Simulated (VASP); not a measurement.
Here is a VASP 6.6.1 calculation.

The input INCAR:

```
PREC = Accurate ; ENCUT = 520
EDIFF = 1E-7 ; ISMEAR = 0
SIGMA = 0.1 ; LREAL = F
LASPH = T ; NELM = 80
ALGO = Normal ; ISIF = 2
LWAVE = F ; LCHARG = F
GGA = PE ; NBANDS = 17
```

Contents of KPOINTS:

```
Automatic mesh
0
Gamma
  4 4 4
```

POSCAR

```
MoH4
1.0
    2.7932173132      0.0000000000      0.0000000000
    0.0000000000      2.7932173132      0.0000000000
    0.0000000000      0.0000000000      5.8638893167
H Mo
4 1
Direct
    0.5000000000      0.0000000000      0.2137846230
    0.0000000000      0.5000000000      0.7862153770
    0.5000000000      0.0000000000      0.7862153770
    0.0000000000      0.5000000000      0.2137846230
    0.0000000000      0.0000000000      0.0000000000
```

Potentials or basis: VASP PAW PBE potentials, release 64 (H, Mo_sv).

The run is started by

```sh
$ cat potpaw_PBE.64/H/POTCAR potpaw_PBE.64/Mo_sv/POTCAR > POTCAR
$ mpirun -np 1 vasp_std > vasp.out
```

(1) What does it give for the pressure?

(2) Predict the band gap on the k mesh.

Results:

(1) -0.2 GPa.

(2) zero (band 9 reaches 3.07 eV, above the bottom of band 10 at 1.88 eV).

Caveat: the k points lie up to 0.56 Å⁻¹ apart.
